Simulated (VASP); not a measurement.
Runs of VASP 6.6.1 on CoO. The structure is that of space group Fm-3m (No. 225), or close to it. The cells are those of the table. 

```csv
level,potentials or basis,spin,U,fixed moment (μB),cell,k mesh,cutoff (eV),smearing,gap on the mesh (eV),pressure (GPa),moment (μB)
r2SCAN,"VASP PAW PBE potentials, release 64 (Co, O)","collinear, ferromagnetic start",-,-,"a = 3.035 Å, angles 60.3°, 2 atoms",11 × 11 × 11,660,fermi-dirac 0.05 eV,none,-11.1,3.00
PBEsol,"VASP PAW PBE potentials, release 64 (Co, O)","collinear, ferromagnetic start",-,-,"a = 2.996 Å, angles 60.3°, 2 atoms",11 × 11 × 11,520,fermi-dirac 0.05 eV,none,-10.0,2.91
PBEsol,"VASP PAW PBE potentials, release 64 (Co_sv, O)","collinear, ferromagnetic start",-,1.0,"a = 2.996 Å, angles 60.3°, 2 atoms",9 × 9 × 9,700,fermi-dirac 0.05 eV,-,-25.3,1.00
r2SCAN,"VASP PAW PBE potentials, release 64 (Co, O)","collinear, ferromagnetic start",-,-,"a = 3.035 Å, angles 60.3°, 2 atoms",11 × 11 × 11,520,fermi-dirac 0.05 eV,none,-10.8,3.00
revPBE+D3(BJ)+U,"VASP PAW PBE potentials, release 64 (Co, O)","collinear, zero start",Co d U = 4.5 eV,0.0,"a = 2.996 Å, angles 60.3°, 2 atoms",11 × 11 × 11,600,methfessel-paxton 0.1 eV,-,102.5,0.00
PBEsol,"VASP PAW PBE potentials, release 64 (Co, O)","collinear, ferromagnetic start",-,-,"a = 3.016 Å, angles 60.3°, 2 atoms",11 × 11 × 11,520,fermi-dirac 0.05 eV,none,(b),2.95
PBEsol,"VASP PAW PBE potentials, release 64 (Co_sv, O)","collinear, ferromagnetic start",-,2.0,"a = 2.996 Å, angles 60.3°, 2 atoms",9 × 9 × 9,700,fermi-dirac 0.05 eV,-,(a),2.00
PBEsol,"VASP PAW PBE potentials, release 64 (Co, O)","collinear, ferromagnetic start",-,-,"a = 3.035 Å, angles 60.3°, 2 atoms",11 × 11 × 11,520,fermi-dirac 0.05 eV,none,-15.4,2.98
```

Alike in all rows: task single point.

Problem. Estimate the missing entries.

Solution. (a) -18.3; (b) -12.9.

Caveats: the PAW data sets were made with another functional, which shifts forces and pressure a little; the cell stands under tension (at least some runs); a cell with one magnetic atom can't hold antiferromagnetic order, which such compounds often take (at least some runs); semilocal functionals often make such compounds metallic where correlation or magnetic order opens a gap, which also shifts bond lengths (at least some runs); the total moment is fixed, so each spin has its own Fermi level and the state may be an excited one (at least some runs); three body term missing (at least some runs); the cell stands under pressure (at least some runs).

A gap of «none» marks levels without a gap at the run's occupations.

The runs don't all hold the same shells in valence.
